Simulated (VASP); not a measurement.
# Ge (Fd-3m) in VASP: a series of runs

Runs on Ge. Level: LDA. Tasks: single point, relaxation of the atoms.

Everything below comes from runs of VASP 6.6.1. Logs are shortened: lines on timing, memory, paths and dates and some standing lists are left out, and cuts for length are marked.

**1. The cell of the first run**

The structure is cubic, space group Fd-3m (No. 227). The conventional cell has a = 5.566 Å, b = 5.566 Å, c = 5.566 Å, α = 90.00°, β = 90.00°, γ = 90.00°. Ge (site symmetry -43m) has 4 Ge at 2.41 Å within 3.2 Å.

**2. Single point, LDA (strained cell)**

Input file INCAR:

```
SYSTEM = Ge
PREC = Accurate ; ENCUT = 520
EDIFF = 1E-7 ; ISMEAR = 0
SIGMA = 0.1 ; LREAL = .FALSE.
LASPH = .TRUE. ; NELM = 60
ALGO = Normal ; ISIF = 2
LWAVE = .FALSE. ; LCHARG = .TRUE.
GGA = CA ; LELF = .TRUE.
LVHAR = .TRUE. ; NBANDS = 21
```

Input file KPOINTS:

```
regular mesh
0
G
  12 12 12
  0 0 0
```

Input file POSCAR:

```
Ge
1.0
    0.0000000000      2.7827512466      2.7827512466
    2.7827512466      0.0000000000      2.7827512466
    2.7827512466      2.7827512466      0.0000000000
Ge
2
Direct
    0.0000000000      0.0000000000      0.0000000000
    0.2500000000      0.2500000000      0.2500000000
```

Potentials or basis: VASP PAW LDA potentials, release 64 (Ge_d).

Command:

```
$ cat potpaw_LDA.64/Ge_d/POTCAR > POTCAR
$ mpirun -np 1 vasp_std > vasp.out
```

OUTCAR:

```text
SYSTEM = Ge
   PREC = Accurate
   ENCUT = 520
   EDIFF = 1E-7
   ISMEAR = 0
   LREAL = .FALSE.
   LASPH = .TRUE.
   NELM = 60
   ISIF = 2
   GGA = CA

 ion  position               nearest neighbor table
   1  0.000  0.000  0.000-   2 2.41   2 2.41   2 2.41   2 2.41
   2  0.250  0.250  0.250-   1 2.41   1 2.41   1 2.41   1 2.41

  LATTYP: Found a face centered cubic cell.
 ALAT       =     5.5655024932

  Lattice vectors:

 A1 = (   0.0000000000,   2.7827512466,   2.7827512466)
 A2 = (   2.7827512466,   0.0000000000,   2.7827512466)
 A3 = (   2.7827512466,   2.7827512466,   0.0000000000)

Analysis of symmetry for initial positions (statically):
=====================================================================
 Subroutine PRICEL returns:
 Original cell was already a primitive cell.

 Routine SETGRP: Setting up the symmetry group for a
 face centered cubic supercell.

 Subroutine GETGRP returns: Found 48 space group operations
 (whereof 24 operations were pure point group operations)
 out of a pool of 48 trial point group operations.

The static configuration has the point symmetry T_d .
 The point group associated with its full space group is O_h .

Analysis of symmetry for dynamics (positions and initial velocities):
=====================================================================
 Subroutine PRICEL returns:
 Original cell was already a primitive cell.

 Routine SETGRP: Setting up the symmetry group for a
 face centered cubic supercell.

 Subroutine GETGRP returns: Found 48 space group operations
 (whereof 24 operations were pure point group operations)
 out of a pool of 48 trial point group operations.

The dynamic configuration has the point symmetry T_d .
 The point group associated with its full space group is O_h .

 Subroutine INISYM returns: Found 48 space group operations
 (whereof 24 operations are pure point group operations),
 and found     1 'primitive' translations

----------------------------------------------------------------------------------------

                                     Primitive cell

  volume of cell :      43.0976

  direct lattice vectors                    reciprocal lattice vectors
     0.000000000  2.782751247  2.782751247    -0.179678295  0.179678295  0.179678295
     2.782751247  0.000000000  2.782751247     0.179678295 -0.179678295  0.179678295
     2.782751247  2.782751247  0.000000000     0.179678295  0.179678295 -0.179678295

  length of vectors
     3.935404554  3.935404554  3.935404554     0.311211936  0.311211936  0.311211936

  position of ions in fractional coordinates (direct lattice)
     0.000000000  0.000000000  0.000000000
     0.250000000  0.250000000  0.250000000

  ion indices of the primitive-cell ions
   primitive index   ion index
                 1           1
                 2           2

----------------------------------------------------------------------------------------

 KPOINTS: regular mesh

Automatic generation of k-mesh.
 Grid dimensions read from file:
 generate k-points for:   12   12   12

 Generating k-lattice:

  Cartesian coordinates                     Fractional coordinates (reciprocal lattice)
    -0.014973191  0.014973191  0.014973191     0.083333333  0.000000000  0.000000000
     0.014973191 -0.014973191  0.014973191     0.000000000  0.083333333  0.000000000
     0.014973191  0.014973191 -0.014973191     0.000000000  0.000000000  0.083333333

  Length of vectors
     0.025934328  0.025934328  0.025934328

  Shift w.r.t. Gamma in fractional coordinates (k-lattice)
     0.000000000  0.000000000  0.000000000

 Subroutine IBZKPT returns following result:
 ===========================================

 Found     72 irreducible k-points:

 Following reciprocal coordinates:
            Coordinates               Weight
  0.000000  0.000000  0.000000      1.000000
  0.083333  0.000000  0.000000      8.000000
  0.166667  0.000000  0.000000      8.000000
  0.250000  0.000000  0.000000      8.000000
  0.333333  0.000000  0.000000      8.000000
  0.416667  0.000000  0.000000      8.000000
[... 16 lines left out ...]
  0.500000  0.166667  0.000000     24.000000
 -0.416667  0.166667  0.000000     24.000000
 [... further k-points ...]
   k-points           NKPTS =     72   k-points in BZ     NKDIM =     72   number of bands    NBANDS=     21
   number of dos      NEDOS =    301   number of ions     NIONS =      2
   total plane-waves  NPLWV =  27000
   dimension x,y,z NGX =    30 NGY =   30 NGZ =   30
   dimension x,y,z NGXF=    60 NGYF=   60 NGZF=   60
   ions per type =               2
   NGX,Y,Z   is equivalent  to a cutoff of  12.67, 12.67, 12.67 a.u.
   NGXF,Y,Z  is equivalent  to a cutoff of  25.35, 25.35, 25.35 a.u.
 SYSTEM =  Ge
   PREC   = accura    normal or accurate (medium, high low for compatibility)
   ISTART =      0    job   : 0-new  1-cont  2-samecut
   ICHARG =      2    charge: 1-file 2-atom 10-const
   ISPIN  =      1    spin polarized calculation?
   LNONCOLLINEAR =      F non collinear calculations
   LSORBIT =      F    spin-orbit coupling
   LASPH  =      T    aspherical Exc in radial PAW
   ENCUT  =  520.0 eV  38.22 Ry    6.18 a.u.   7.32  7.32  7.32*2*pi/ulx,y,z
   NELM   =     60;   NELMIN=  2; NELMDL= -5     # of ELM steps
   EDIFF  = 0.1E-06   stopping-criterion for ELM
   LREAL  =      F    real-space projection
   EDIFFG = 0.1E-05   stopping-criterion for IOM
   NSW    =      0    number of steps for IOM
   IBRION =     -1    ionic relax: 0-MD 1-quasi-New 2-CG
   NFREE  =      0    steps in history (QN), initial steepest desc. (CG)
   ISIF   =      2    stress and relaxation
   ISYM   =      2    0-nonsym 1-usesym 2-fastsym
   POTIM  = 0.5000    time-step for ionic-motion
   TEBEG  =    0.0;   TEEND  =   0.0 temperature during run
   PSTRESS=    0.0 pullay stress
   NELECT =      28.0000    total number of electrons
   NUPDOWN=      -1.0000    fix difference up-down
   EMIN   =  10.00;   EMAX   =-10.00  energy-range for DOS
   EFERMI =   0.00;   METHOD = LEGACY
   ISMEAR =     0;   SIGMA  =   0.10  broadening in eV -4-tet -1-fermi 0-gaus
   EFERMI_NEDOS =   21; number of points for ismear=-14 and -15
   IALGO  =     38    algorithm
   IMIX   =      4    mixing-type and parameters
     AMIX     =   0.40;   BMIX     =  1.00
     AMIX_MAG =   1.60;   BMIX_MAG =  1.00
  volume/ion in A,a.u.               =      21.55       145.42
  Fermi-wavevector in a.u.,A,eV,Ry     =   1.417892  2.679427 27.353390  2.010417
  Thomas-Fermi vector in A             =   2.539075
   LORBIT       =      0    0 simple, 1 ext, 2 COOP (PROOUT), +10 PAW based schemes
   GGA     = CA    functional components
   LHFCALC =     F    Hartree Fock is set to
   AEXX    =    0.0000 exact exchange contribution
   IVDW    =     0    specifies the selected vdW correction
   LEPSILON=     F    determine dielectric tensor
   LRPA    =     F    only Hartree local field effects (RPA)
 non-spin polarized calculation
 Gauss-broadening in eV      SIGMA  =   0.10
  energy-cutoff  :      520.00
  volume of cell :       43.10
 maximum number of plane-waves:      1211
 NGX is ok and might be reduce to    30
   NGX = 15   NGY = 15   NGZ = 15

 number of electron      28.0000010 magnetization

 Free energy of the ion-electron system (eV)
  ---------------------------------------------------
  ext. energy  EPLUGINS =         0.00000000
  ---------------------------------------------------
  free energy    TOTEN  =       -10.38023860 eV

  energy without entropy =      -10.38016159  energy(sigma->0) =      -10.38020009

 E-fermi :   5.3193     XC(G=0): -10.5232

 val. band max:        5.2174701064   @ k =   0.0000   0.0000   0.0000
 cond. band min:       5.4392977707   @ k =   0.5000   0.0000   0.0000
 fundamental gap:      0.2218276643
 Fermi energy:         5.3192996469

 k-point     1 :       0.0000    0.0000    0.0000
  band No.  band energies     occupation
      1     -19.7986      2.00000
      2     -19.7986      2.00000
      3     -19.7986      2.00000
      4     -19.7578      2.00000
      5     -19.7578      2.00000
      6     -19.5189      2.00000
[... 13 lines left out ...]
     20      14.9041      0.00000
     21      14.9041      0.00000

 k-point     2 :       0.0833    0.0000    0.0000
  band No.  band energies     occupation
      1     -19.8035      2.00000
      2     -19.8035      2.00000
      3     -19.7973      2.00000
      4     -19.7511      2.00000
      5     -19.7511      2.00000
      6     -19.5259      2.00000
[... 13 lines left out ...]
     20      14.2504      0.00000
     21      14.2504      0.00000

 k-point     3 :       0.1667    0.0000    0.0000
  band No.  band energies     occupation
      1     -19.8122      2.00000
      2     -19.8122      2.00000
      3     -19.7937      2.00000
      4     -19.7379      2.00000
      5     -19.7379      2.00000
      6     -19.5370      2.00000
[... 13 lines left out ...]
     20      13.6493      0.00000
     21      13.6493      0.00000

 k-point     4 :       0.2500    0.0000    0.0000
  band No.  band energies     occupation
      1     -19.8192      2.00000
      2     -19.8192      2.00000
      3     -19.7889      2.00000
      4     -19.7251      2.00000
      5     -19.7251      2.00000
      6     -19.5465      2.00000
[... 13 lines left out ...]
     20      13.6332      0.00000
     21      13.6332      0.00000

 k-point     5 :       0.3333    0.0000    0.0000
  band No.  band energies     occupation
      1     -19.8235      2.00000
      2     -19.8235      2.00000
      3     -19.7840      2.00000
      4     -19.7162      2.00000
      5     -19.7162      2.00000
      6     -19.5525      2.00000
[... 13 lines left out ...]
     20      14.3168      0.00000
     21      14.3168      0.00000
[... 382 lines left out ...]
     20      14.9961      0.00000
     21      15.6927      0.00000

 k-point    22 :       0.4167    0.1667    0.0000
  band No.  band energies     occupation
      1     -19.8407      2.00000
      2     -19.8259      2.00000
      3     -19.7726      2.00000
      4     -19.7047      2.00000
      5     -19.6811      2.00000
      6     -19.6070      2.00000
[... 13 lines left out ...]
     20      15.7127      0.00000
     21      16.6132      0.00000

 k-point    23 :       0.5000    0.1667    0.0000
  band No.  band energies     occupation
      1     -19.8451      2.00000
      2     -19.8300      2.00000
      3     -19.7603      2.00000
      4     -19.6947      2.00000
      5     -19.6853      2.00000
      6     -19.5989      2.00000
[... 13 lines left out ...]
     20      16.4477      0.00000
     21      16.6828      0.00000

 k-point    24 :      -0.4167    0.1667    0.0000
  band No.  band energies     occupation
      1     -19.8453      2.00000
      2     -19.8329      2.00000
      3     -19.7537      2.00000
      4     -19.6959      2.00000
      5     -19.6874      2.00000
      6     -19.5834      2.00000
[... 13 lines left out ...]
     20      15.0583      0.00000
     21      15.6713      0.00000

 [... further k-points ...]

------------------------ aborting loop because EDIFF is reached ----------------------------------------

  FORCE on cell =-STRESS in cart. coord.  units (eV):
  Direction    XX          YY          ZZ          XY          YZ          ZX
  --------------------------------------------------------------------------------------
  -------------------------------------------------------------------------------------
  Total        0.6657085      0.6657085      0.6657085      0.0000000      0.0000000     -0.0000000
  in kB       24.7480826     24.7480826     24.7480826      0.0000000      0.0000000     -0.0000000
  external PRESSURE =      24.7480826 kB  Pullay stress =       0.0000000 kB

 VOLUME and BASIS-vectors are now :
 -----------------------------------------------------------------------------
  energy-cutoff  :      520.00
  volume of cell :       43.10
      direct lattice vectors                 reciprocal lattice vectors
     0.000000000  2.782751247  2.782751247    -0.179678295  0.179678295  0.179678295
     2.782751247  0.000000000  2.782751247     0.179678295 -0.179678295  0.179678295
     2.782751247  2.782751247  0.000000000     0.179678295  0.179678295 -0.179678295

 POSITION                                       TOTAL-FORCE (eV/Angst)
 -----------------------------------------------------------------------------------
      0.00000      0.00000      0.00000        -0.000000     -0.000000     -0.000000
      1.39138      1.39138      1.39138         0.000000      0.000000      0.000000
 -----------------------------------------------------------------------------------
    total drift:                                0.000000     -0.000000      0.000000

  FREE ENERGIE OF THE ION-ELECTRON SYSTEM (eV)
  ---------------------------------------------------
  free  energy   TOTEN  =       -10.3802386038 eV

  energy  without entropy=      -10.3801615851  energy(sigma->0) =      -10.38020009
```

Wall time 67 s (1 thread of Intel Xeon Platinum 8375C at 2.90GHz (Ice Lake), shared host); peak memory 0.18 GiB.

What came out:

```
Free energy            : -10.3802 eV
Pressure               : 2.5 GPa
Band gap on the k mesh : 0.22 eV (least direct gap 0.31 eV)
```

Caveat: the cell differs from its parent crystal (strained cell). A k mesh can miss the band edges.

**3. Single point, LDA**

Input file INCAR:

```
  PREC = Accurate
  ENCUT = 520
  EDIFF = 1E-6
  ISMEAR = 0
  SIGMA = 0.01
  LREAL = F
  LASPH = T
  NELM = 60
  ALGO = Normal
  ISIF = 2
  LWAVE = F
  LCHARG = F
  GGA = CA
  NBANDS = 21
```

Input file KPOINTS:

```
Automatic mesh
0
Gamma
  12 12 12
```

POSCAR is that of step 2.

Potentials or basis: VASP PAW LDA potentials, release 64 (Ge_d).

Command:

```
$ cat potpaw_LDA.64/Ge_d/POTCAR > POTCAR
$ mpirun -np 1 vasp_std > vasp.out
```

Run time: 57 s. Hardware: 1 thread of Intel Xeon Platinum 8375C at 2.90GHz (Ice Lake), shared host; peak memory 0.17 GiB.

It converged, with:

* Free energy: -10.3802 eV
* Pressure: 2.6 GPa
* Band gap on the k mesh: 0.22 eV (least direct gap 0.31 eV)

Levels at points of the mesh, in eV from the valence-band top:
```
           k point  band 11  band 12  band 13  band 14  band 15  band 16  band 17  band 18
(0.00, 0.00, 0.00)   -13.19     0.00     0.00     0.00     0.31     2.55     2.55     2.55
(0.50, 0.00, 0.00)   -10.98    -7.87    -1.48    -1.48     0.22     3.74     3.74     6.99
(0.50, 0.50, 0.00)    -9.12    -9.12    -3.25    -3.25     0.60     0.60     9.82     9.82
```

**4. Single point, LDA**

Input file INCAR:

```
ALGO     = Normal         # electronic algorithm
EDIFF    = 1E-6           # SCF threshold, eV
ENCUT    = 520            # plane-wave cutoff, eV
ISIF     = 2              # what is computed and relaxed
ISMEAR   = 0              # smearing method
LASPH    = T              # aspherical terms in the spheres
LCHARG   = T              # write CHGCAR
LELF     = T              # ELF
LREAL    = F              # projectors in reciprocal space
LVHAR    = T            
LWAVE    = F              # write WAVECAR
NBANDS   = 21             # bands
NELM     = 100            # most SCF steps
PREC     = Accurate       # precision mode
SIGMA    = 0.01           # smearing width, eV
```

Input file KPOINTS:

```
k-points
0
Gamma
  12 12 12
```

POSCAR is that of step 3.

Command:

```
$ cat potpaw_LDA.64/Ge_d/POTCAR > POTCAR
$ mpirun -np 1 vasp_std > vasp.out
```

Run time: 66 s. Hardware: 1 thread of Intel Xeon Platinum 8375C at 2.90GHz (Ice Lake), shared host; peak memory 0.17 GiB.

Results (log left out):

```yaml
Free_energy: -10.3802 eV
Pressure: 2.6 GPa
Band_gap_on_the_k_mesh: 0.22 eV (least direct gap 0.31 eV)
```

Levels at points of the mesh, in eV from the valence-band top:
| k point | band 10 | band 11 | band 12 | band 13 | band 14 | band 15 | band 16 | band 17 | band 18 | band 19 |
| --- | --- | --- | --- | --- | --- | --- | --- | --- | --- | --- |
| (0.00, 0.00, 0.00) | -24.72 | -13.19 | 0.00 | 0.00 | 0.00 | 0.31 | 2.55 | 2.55 | 2.55 | 6.33 |
| (0.50, 0.00, 0.00) | -24.69 | -10.98 | -7.87 | -1.48 | -1.48 | 0.22 | 3.74 | 3.74 | 6.99 | 10.72 |
| (0.50, 0.50, 0.00) | -24.67 | -9.12 | -9.12 | -3.25 | -3.25 | 0.60 | 0.60 | 9.82 | 9.82 | 11.94 |

A k mesh can miss the band edges.

(Continued in part 2 of 2.)
